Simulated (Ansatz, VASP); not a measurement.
# One calculation of CsSnBr3, two programs

POSCAR

```
CsSnBr3
1.0
    5.8411484913      0.0000000000      0.0000000000
    0.0000000000      5.8411484913      0.0000000000
    0.0000000000      0.0000000000      5.8411484913
Cs Sn Br
1 1 3
Direct
    0.0000000000      0.0000000000      0.0000000000
    0.5000000000      0.5000000000      0.5000000000
    0.5000000000      0.5000000000      0.0000000000
    0.5000000000      0.0000000000      0.5000000000
    0.0000000000      0.5000000000      0.5000000000
```

The input INCAR.step1:

```
PREC     = Accurate       # precision mode
ENCUT    = 400            # plane-wave cutoff, eV
EDIFF    = 1E-5           # SCF threshold, eV
ISMEAR   = 0              # smearing method
SIGMA    = 0.01           # smearing width, eV
LREAL    = False          # projectors in reciprocal space
LASPH    = True           # aspherical terms in the spheres
NELM     = 120            # most SCF steps
ALGO     = Normal         # electronic algorithm
ISIF     = 2              # what is computed and relaxed
LWAVE    = True           # write WAVECAR
GGA      = PE             # functional
NBANDS   = 30             # bands
GGA_COMPAT= False        
KPAR     = 4
```

The input INCAR.step2:

```
PREC     = Accurate       # precision mode
ENCUT    = 400            # plane-wave cutoff, eV
EDIFF    = 1E-6           # SCF threshold, eV
ISMEAR   = 0              # smearing method
SIGMA    = 0.01           # smearing width, eV
LREAL    = False          # projectors in reciprocal space
LASPH    = True           # aspherical terms in the spheres
NELM     = 120            # most SCF steps
ALGO     = Normal         # electronic algorithm
ISIF     = 2              # what is computed and relaxed
LWAVE    = False          # write WAVECAR
LCHARG   = True           # write CHGCAR
GGA      = PE             # functional
LHFCALC  = True           # exact exchange
HFSCREEN = 0.2079         # screening, 1/A
PRECFOCK = Normal       
LVHAR    = True         
ISTART   = 1            
NBANDS   = 30             # bands
GGA_COMPAT= False        
KPAR     = 4
```

The input KPOINTS:

```
regular mesh
0
Gamma
  4 4 4
```

Input for Ansatz:

```yaml
crystal:
  lattice:
    - [5.8411484913, 0.0, 0.0]
    - [0.0, 5.8411484913, 0.0]
    - [0.0, 0.0, 5.8411484913]
  atoms:
    - { symbol: Cs, position: [0.0, 0.0, 0.0] }
    - { symbol: Sn, position: [0.5, 0.5, 0.5] }
    - { symbol: Br, position: [0.5, 0.5, 0.0] }
    - { symbol: Br, position: [0.5, 0.0, 0.5] }
    - { symbol: Br, position: [0.0, 0.5, 0.5] }
kpoints:
  mp_grid: { grid: [4, 4, 4] }
  band_path:
    path: [[0.0, 0.0, 0.0], [0.0, 0.5, 0.0], [0.5, 0.5, 0.0], [0.5, 0.5, 0.5]]
    npoints: 1
hamiltonian:
  xc: hse06
scf:
  occupations: { method: fixed }
  n_extra_bands: 5
output:
  forces: true
  stress: true
  eigenvalues: true
```

Alike in both runs: task single point; functional HSE06; k mesh 4 × 4 × 4; no spin polarisation.

|  | VASP | Ansatz |
| --- | --- | --- |
| version | VASP 6.6.1 | Ansatz 0.2.0 |
| potentials or method | VASP PAW PBE potentials, release 64 (Cs_sv, Sn_d, Br) | plane waves, PAW |
| plane-wave cutoff (eV) | 400 | 420 |
| occupations | gaussian, width 0.01 eV | fixed |
| valence electrons in the cell | 44 | 44 |

|  | VASP | Ansatz | Ansatz less VASP |
| --- | --- | --- | --- |
| gap on the k mesh at the Fermi level (eV) | 0.94 | 0.94 | -0.003 |
| pressure (GPa) | 0.3 | 0.3 | +0.05 |

Ansatz's warnings: stress exchange threshold loose, stress scf threshold loose.

Spin-orbit coupling is off throughout.
